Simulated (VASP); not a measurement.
# NbAu2 (P6/mmm) in VASP: a series of runs

Runs on NbAu2. Level: LDA. Tasks: single point, relaxation of cell and atoms.

All numbers are computed with VASP 6.6.1; they aren't measurements. Logs are shortened: lines on timing, memory, paths and dates and some standing lists are left out, and cuts for length are marked.

### Step 1. The cell of the first run

It takes space group P6/mmm (No. 191, hexagonal). The conventional cell has a = 4.589 Å, b = 4.589 Å, c = 2.711 Å, α = 90.00°, β = 90.00°, γ = 120.00°. Within 3.6 Å of Nb (site symmetry 6/mmm) lie 2 Nb at 2.71 Å and 12 Au at 2.98 Å. Au (site symmetry -6m2) has 5 Au at 2.65 to 2.71 Å and 6 Nb at 2.98 Å within 3.5 Å.

### Step 2. Single point, LDA

INCAR

```
SYSTEM = NbAu2
PREC     = Accurate       ! precision mode
ENCUT    = 520            ! plane-wave cutoff, eV
EDIFF    = 1E-6           ! SCF threshold, eV
ISMEAR   = -1             ! smearing method
SIGMA    = 0.15           ! smearing width, eV
LREAL    = .False.        ! projectors in reciprocal space
LASPH    = .True.         ! aspherical terms in the spheres
NELM     = 100            ! most SCF steps
ALGO     = Fast           ! electronic algorithm
ISIF     = 2              ! what is computed and relaxed
LWAVE    = .False.        ! write WAVECAR
LCHARG   = .False.        ! write CHGCAR
GGA      = CA             ! functional
NBANDS   = 24             ! bands
```

KPOINTS

```
regular mesh
0
Gamma
  12 12 16
  0 0 0
```

POSCAR

```
NbAu2
1.0
    4.5886145974      0.0000000000      0.0000000000
   -2.2943072987      3.9738568095      0.0000000000
    0.0000000000      0.0000000000      2.7109828645
Nb Au
1 2
Direct
    0.0000000000      0.0000000000      0.0000000000
    0.3333333333      0.6666666667      0.5000000000
    0.6666666667      0.3333333333      0.5000000000
```

Potentials or basis: VASP PAW LDA potentials, release 64 (Nb_sv, Au).

Launch:

```
> cat potpaw_LDA.64/Nb_sv/POTCAR potpaw_LDA.64/Au/POTCAR > POTCAR
> mpirun -np 1 vasp_std > vasp.out
```

OUTCAR:

```text
SYSTEM = NbAu2
   PREC = Accurate
   ENCUT = 520
   EDIFF = 1E-6
   ISMEAR = -1
   LREAL = .False.
   LASPH = .True.
   NELM = 100
   ISIF = 2
   GGA = CA

 ion  position               nearest neighbor table
   1  0.000  0.000  0.000-   2 2.98   3 2.98   2 2.98   3 2.98   2 2.98   2 2.98   3 2.98   3 2.98
                             3 2.98   3 2.98   2 2.98   2 2.98
   2  0.333  0.667  0.500-   3 2.65   3 2.65   3 2.65   1 2.98   1 2.98   1 2.98   1 2.98   1 2.98
                             1 2.98
   3  0.667  0.333  0.500-   2 2.65   2 2.65   2 2.65   1 2.98   1 2.98   1 2.98   1 2.98   1 2.98
                             1 2.98

  LATTYP: Found a hexagonal cell.
 ALAT       =     4.5886145974
 C/A-ratio  =     0.5908063985

  Lattice vectors:

 A1 = (   4.5886145974,   0.0000000000,   0.0000000000)
 A2 = (  -2.2943072987,   3.9738568095,   0.0000000000)
 A3 = (   0.0000000000,   0.0000000000,   2.7109828645)

Analysis of symmetry for initial positions (statically):
=====================================================================
 Subroutine PRICEL returns:
 Original cell was already a primitive cell.

 Routine SETGRP: Setting up the symmetry group for a
 hexagonal supercell.

 Subroutine GETGRP returns: Found 24 space group operations
 (whereof 24 operations were pure point group operations)
 out of a pool of 24 trial point group operations.

The static configuration has the point symmetry D_6h.

Analysis of symmetry for dynamics (positions and initial velocities):
=====================================================================
 Subroutine PRICEL returns:
 Original cell was already a primitive cell.

 Routine SETGRP: Setting up the symmetry group for a
 hexagonal supercell.

 Subroutine GETGRP returns: Found 24 space group operations
 (whereof 24 operations were pure point group operations)
 out of a pool of 24 trial point group operations.

The dynamic configuration has the point symmetry D_6h.

 Subroutine INISYM returns: Found 24 space group operations
 (whereof 24 operations are pure point group operations),
 and found     1 'primitive' translations

----------------------------------------------------------------------------------------

                                     Primitive cell

  volume of cell :      49.4334

  direct lattice vectors                    reciprocal lattice vectors
     4.588614597  0.000000000  0.000000000     0.217930702  0.125822349  0.000000000
    -2.294307299  3.973856809  0.000000000     0.000000000  0.251644699  0.000000000
     0.000000000  0.000000000  2.710982865     0.000000000  0.000000000  0.368869908

  length of vectors
     4.588614597  4.588614597  2.710982865     0.251644699  0.251644699  0.368869908

  position of ions in fractional coordinates (direct lattice)
     0.000000000  0.000000000  0.000000000
     0.333333333  0.666666667  0.500000000
     0.666666667  0.333333333  0.500000000

  ion indices of the primitive-cell ions
   primitive index   ion index
                 1           1
                 2           2
                 3           3

----------------------------------------------------------------------------------------

 KPOINTS: regular mesh

Automatic generation of k-mesh.
 Grid dimensions read from file:
 generate k-points for:   12   12   16

 Generating k-lattice:

  Cartesian coordinates                     Fractional coordinates (reciprocal lattice)
     0.018160892  0.010485196  0.000000000     0.083333333 -0.000000000  0.000000000
     0.000000000  0.020970392  0.000000000     0.000000000  0.083333333  0.000000000
     0.000000000  0.000000000  0.023054369     0.000000000  0.000000000  0.062500000

  Length of vectors
     0.020970392  0.020970392  0.023054369

  Shift w.r.t. Gamma in fractional coordinates (k-lattice)
     0.000000000  0.000000000  0.000000000

 Subroutine IBZKPT returns following result:
 ===========================================

 Found    171 irreducible k-points:

 Following reciprocal coordinates:
            Coordinates               Weight
  0.000000  0.000000  0.000000      1.000000
  0.083333 -0.000000  0.000000      6.000000
  0.166667  0.000000  0.000000      6.000000
  0.250000  0.000000  0.000000      6.000000
  0.333333  0.000000  0.000000      6.000000
  0.416667 -0.000000  0.000000      6.000000
[... 16 lines left out ...]
  0.250000  0.000000  0.062500     12.000000
  0.333333  0.000000  0.062500     12.000000
 [... further k-points ...]
   k-points           NKPTS =    171   k-points in BZ     NKDIM =    171   number of bands    NBANDS=     24
   number of dos      NEDOS =    301   number of ions     NIONS =      3
   total plane-waves  NPLWV =  25920
   dimension x,y,z NGX =    36 NGY =   36 NGZ =   20
   dimension x,y,z NGXF=    72 NGYF=   72 NGZF=   40
   ions per type =               1   2
   NGX,Y,Z   is equivalent  to a cutoff of  13.04, 13.04, 12.26 a.u.
   NGXF,Y,Z  is equivalent  to a cutoff of  26.09, 26.09, 24.53 a.u.
 SYSTEM =  NbAu2
   PREC   = accura    normal or accurate (medium, high low for compatibility)
   ISTART =      0    job   : 0-new  1-cont  2-samecut
   ICHARG =      2    charge: 1-file 2-atom 10-const
   ISPIN  =      1    spin polarized calculation?
   LNONCOLLINEAR =      F non collinear calculations
   LSORBIT =      F    spin-orbit coupling
   LASPH  =      T    aspherical Exc in radial PAW
   ENCUT  =  520.0 eV  38.22 Ry    6.18 a.u.   8.53  8.53  5.04*2*pi/ulx,y,z
   NELM   =    100;   NELMIN=  2; NELMDL= -5     # of ELM steps
   EDIFF  = 0.1E-05   stopping-criterion for ELM
   LREAL  =      F    real-space projection
   EDIFFG = 0.1E-04   stopping-criterion for IOM
   NSW    =      0    number of steps for IOM
   IBRION =     -1    ionic relax: 0-MD 1-quasi-New 2-CG
   NFREE  =      0    steps in history (QN), initial steepest desc. (CG)
   ISIF   =      2    stress and relaxation
   ISYM   =      2    0-nonsym 1-usesym 2-fastsym
   POTIM  = 0.5000    time-step for ionic-motion
   TEBEG  =    0.0;   TEEND  =   0.0 temperature during run
   PSTRESS=    0.0 pullay stress
   NELECT =      35.0000    total number of electrons
   NUPDOWN=      -1.0000    fix difference up-down
   EMIN   =  10.00;   EMAX   =-10.00  energy-range for DOS
   EFERMI =   0.00;   METHOD = LEGACY
   ISMEAR =    -1;   SIGMA  =   0.15  broadening in eV -4-tet -1-fermi 0-gaus
   EFERMI_NEDOS =   21; number of points for ismear=-14 and -15
   IALGO  =     68    algorithm
   IMIX   =      4    mixing-type and parameters
     AMIX     =   0.40;   BMIX     =  1.00
     AMIX_MAG =   1.60;   BMIX_MAG =  1.00
  volume/ion in A,a.u.               =      16.48       111.20
  Fermi-wavevector in a.u.,A,eV,Ry     =   1.459119  2.757335 28.967180  2.129028
  Thomas-Fermi vector in A             =   2.575723
   LORBIT       =      0    0 simple, 1 ext, 2 COOP (PROOUT), +10 PAW based schemes
   GGA     = CA    functional components
   LHFCALC =     F    Hartree Fock is set to
   AEXX    =    0.0000 exact exchange contribution
   IVDW    =     0    specifies the selected vdW correction
   LEPSILON=     F    determine dielectric tensor
   LRPA    =     F    only Hartree local field effects (RPA)
 non-spin polarized calculation
 RMM-DIIS sequential band-by-band and
  energy-cutoff  :      520.00
  volume of cell :       49.43
 maximum number of plane-waves:      1366
 NGX is ok and might be reduce to    36
   NGX = 17   NGY = 17   NGZ = 11

 number of electron      34.9999997 magnetization

 Free energy of the ion-electron system (eV)
  ---------------------------------------------------
  ext. energy  EPLUGINS =         0.00000000
  ---------------------------------------------------
  free energy    TOTEN  =       -20.82079966 eV

  energy without entropy =      -20.74174634  energy(sigma->0) =      -20.78127300

 E-fermi :  11.4829     XC(G=0): -13.1953

 val. band max:       11.4759680388   @ k =   0.4167   0.1667   0.4375
 cond. band min:      11.4957931036   @ k =   0.3333   0.0833   0.5000
 fundamental gap:      0.0198250648
 Fermi energy:        11.4828707362

 k-point     1 :       0.0000    0.0000    0.0000
  band No.  band energies     occupation
      1     -43.7823      2.00000
      2     -20.0832      2.00000
      3     -20.0832      2.00000
      4     -19.0757      2.00000
      5       1.4424      2.00000
      6       3.8891      2.00000
[... 16 lines left out ...]
     23      17.7146      0.00000
     24      19.1321      0.00000

 k-point     2 :       0.0833   -0.0000    0.0000
  band No.  band energies     occupation
      1     -43.7822      2.00000
      2     -20.0842      2.00000
      3     -20.0832      2.00000
      4     -19.0758      2.00000
      5       1.5290      2.00000
      6       3.9160      2.00000
[... 16 lines left out ...]
     23      16.9943      0.00000
     24      19.4925      0.00000

 k-point     3 :       0.1667    0.0000    0.0000
  band No.  band energies     occupation
      1     -43.7821      2.00000
      2     -20.0869      2.00000
      3     -20.0831      2.00000
      4     -19.0759      2.00000
      5       1.7799      2.00000
      6       3.9953      2.00000
[... 16 lines left out ...]
     23      15.8642      0.00000
     24      19.5767      0.00000

 k-point     4 :       0.2500    0.0000    0.0000
  band No.  band energies     occupation
      1     -43.7819      2.00000
      2     -20.0905      2.00000
      3     -20.0830      2.00000
      4     -19.0761      2.00000
      5       2.1657      2.00000
      6       4.1219      2.00000
[... 16 lines left out ...]
     23      16.1148      0.00000
     24      20.0245      0.00000

 k-point     5 :       0.3333    0.0000    0.0000
  band No.  band energies     occupation
      1     -43.7817      2.00000
      2     -20.0941      2.00000
      3     -20.0829      2.00000
      4     -19.0763      2.00000
      5       2.6306      2.00000
      6       3.9314      2.00000
[... 16 lines left out ...]
     23      16.8307      0.00000
     24      20.7646      0.00000

 k-point     6 :       0.4167   -0.0000    0.0000
  band No.  band energies     occupation
      1     -43.7816      2.00000
      2     -20.0966      2.00000
      3     -20.0828      2.00000
      4     -19.0764      2.00000
      5       3.0817      2.00000
      6       3.6772      2.00000
[... 16 lines left out ...]
     23      17.3112      0.00000
     24      21.7413      0.00000
[... 379 lines left out ...]
 k-point    21 :       0.0833   -0.0000    0.0625
  band No.  band energies     occupation
      1     -43.7753      2.00000
      2     -20.0775      2.00000
      3     -20.0765      2.00000
      4     -19.1340      2.00000
      5       1.6372      2.00000
      6       4.0007      2.00000
[... 16 lines left out ...]
     23      17.2121      0.00000
     24      19.3195      0.00000

 k-point    22 :       0.1667    0.0000    0.0625
  band No.  band energies     occupation
      1     -43.7752      2.00000
      2     -20.0802      2.00000
      3     -20.0765      2.00000
      4     -19.1341      2.00000
      5       1.8863      2.00000
      6       4.0759      2.00000
[... 16 lines left out ...]
     23      16.1339      0.00000
     24      19.5742      0.00000

 k-point    23 :       0.2500    0.0000    0.0625
  band No.  band energies     occupation
      1     -43.7750      2.00000
      2     -20.0837      2.00000
      3     -20.0764      2.00000
      4     -19.1342      2.00000
      5       2.2703      2.00000
      6       4.1926      2.00000
[... 16 lines left out ...]
     23      16.1915      0.00000
     24      20.0420      0.00000

 k-point    24 :       0.3333    0.0000    0.0625
  band No.  band energies     occupation
      1     -43.7748      2.00000
      2     -20.0872      2.00000
      3     -20.0764      2.00000
      4     -19.1343      2.00000
      5       2.7353      2.00000
      6       4.0100      2.00000
[... 16 lines left out ...]
     23      16.8695      0.00000
     24      20.8298      0.00000

 [... further k-points ...]

------------------------ aborting loop because EDIFF is reached ----------------------------------------

  FORCE on cell =-STRESS in cart. coord.  units (eV):
  Direction    XX          YY          ZZ          XY          YZ          ZX
  --------------------------------------------------------------------------------------
  -------------------------------------------------------------------------------------
  Total        0.1031335      0.1031335      0.0644852      0.0000000     -0.0000000      0.0000000
  in kB        3.3426423      3.3426423      2.0900189      0.0000000     -0.0000000      0.0000000
  external PRESSURE =       2.9251012 kB  Pullay stress =       0.0000000 kB

 VOLUME and BASIS-vectors are now :
 -----------------------------------------------------------------------------
  energy-cutoff  :      520.00
  volume of cell :       49.43
      direct lattice vectors                 reciprocal lattice vectors
     4.588614597  0.000000000  0.000000000     0.217930702  0.125822349  0.000000000
    -2.294307299  3.973856809  0.000000000     0.000000000  0.251644699  0.000000000
     0.000000000  0.000000000  2.710982865     0.000000000  0.000000000  0.368869908

 POSITION                                       TOTAL-FORCE (eV/Angst)
 -----------------------------------------------------------------------------------
      0.00000      0.00000      0.00000        -0.000000      0.000000     -0.000000
     -0.00000      2.64924      1.35549         0.000000      0.000000      0.000000
      2.29431      1.32462      1.35549         0.000000     -0.000000     -0.000000
 -----------------------------------------------------------------------------------
    total drift:                                0.000000      0.000000     -0.000000

  FREE ENERGIE OF THE ION-ELECTRON SYSTEM (eV)
  ---------------------------------------------------
  free  energy   TOTEN  =       -20.8207996632 eV

  energy  without entropy=      -20.7417463386  energy(sigma->0) =      -20.78127300
```

Run time: 2.3 min. Hardware: 1 thread of Intel Xeon 6975P-C (Granite Rapids), shared host; peak memory 0.3 GiB.

Results:

```
Free energy            : -20.8208 eV
Pressure               : 0.3 GPa
Band gap on the k mesh : zero (an odd number of electrons rules out a gap without spin polarisation)
```

Levels at points of the mesh, in eV from the Fermi level:
```
           k point  band 15  band 16  band 17  band 18  band 19  band 20  band 21  band 22
(0.00, 0.00, 0.00)    -3.40    -2.44    -2.26    -2.26     2.88     2.88     2.88     6.23
(0.50, 0.00, 0.00)    -3.12    -2.85    -2.31    -0.71     0.60     0.75     2.52     2.95
(0.00, 0.00, 0.50)    -1.85     0.17     0.17     0.48     1.76     1.76     5.60     6.19
(0.50, 0.00, 0.50)    -2.52    -1.02    -1.01     0.45     0.98     1.31     2.70     4.56
```

Caveat: spin-orbit coupling is left out, which moves the levels of the heavy elements.

[end of part 1 of 2]

The gap in the log of VASP goes by the Fermi energy; the results here count the filled bands.